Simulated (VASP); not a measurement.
EuS, 2 atoms in the cell. The structure is cubic, space group Fm-3m (No. 225). The conventional cell has a = 5.986 Å, b = 5.986 Å, c = 5.986 Å, α = 90.00°, β = 90.00°, γ = 90.00°. Eu (site symmetry m-3m) has 6 S at 2.99 Å within 3.9 Å. S (site symmetry m-3m) has 6 Eu at 2.99 Å within 3.9 Å. 

```yaml
Program: VASP 6.6.1
Task: single point
Functional: PBE
Potentials_or_basis: VASP PAW PBE potentials, release 64 (Eu, S)
Cutoff: 600 eV
k_mesh: 8 × 8 × 8
Occupations: gaussian, width 0.02 eV
Spin: collinear spin, ferromagnetic start
Starting_moments: "[7.55, 0.0] μB"
Hubbard_terms: Eu f U = 6.0 eV
Dipole_correction: no
Further_INCAR_settings: ALGO = Normal; EDIFF = 1e-06; NBANDS = 22
```

Potentials or basis: VASP PAW PBE potentials, release 64 (Eu, S).

Launch:

```console
$ cat potpaw_PBE.64/Eu/POTCAR potpaw_PBE.64/S/POTCAR > POTCAR
$ mpirun -np 1 vasp_std > vasp.out
```

Hardware: 1 thread of Intel Xeon 8259CL, with other jobs on the host.

How long does it take, and how much memory?

Wall time 2.9 min on 1 thread of Intel Xeon 8259CL, with other jobs on the host, peak memory 0.29 GiB. Counts: scf iterations 17, k points 29.
